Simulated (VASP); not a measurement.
Runs of VASP 6.6.1 on ScAl. The structure is that of space group Pm-3m (No. 221), or close to it. The cells are those of the table. 

```tsv
task	cell	k mesh	cutoff (eV)	gap on the mesh (eV)	pressure (GPa)
relaxation of cell and atoms	relaxed to 3 GPa from a = 3.338 Å, 2 atoms	12 × 12 × 12	600	none	3.0
single point	a = 3.415 Å, 2 atoms	12 × 12 × 12	520	none	-2.8
relaxation of cell and atoms	relaxed to 8 GPa from a = 3.276 Å, 2 atoms	12 × 12 × 12	600	none	8.0
single point	a = 3.217 Å, 2 atoms	14 × 14 × 14	520	none	15.3
single point	a = 3.278 Å, 2 atoms	12 × 12 × 12	520	none	(a)
single point	a = 3.332 Å, 2 atoms	12 × 12 × 12	520	none	(b)
single point	a = 2.982 Å, 2 atoms	14 × 14 × 14	520	none	60.7
single point	a = 3.117 Å, 2 atoms	14 × 14 × 14	520	none	30.4
```

Alike in all rows: level r2SCAN; potentials or basis VASP PAW PBE potentials, release 64 (Sc_sv, Al); no spin polarisation; smearing gaussian 0.1 eV.

Question: Fill in the values left out.

Answer: (a) 8.3; (b) 3.2.

Caveats: the PAW data sets were made with another functional, which shifts forces and pressure a little; the cell stands under pressure (at least some runs); the cell is relaxed towards a set pressure, so the run minimises the enthalpy, not the energy (at least some runs).

A gap of «none» marks levels without a gap at the run's occupations.
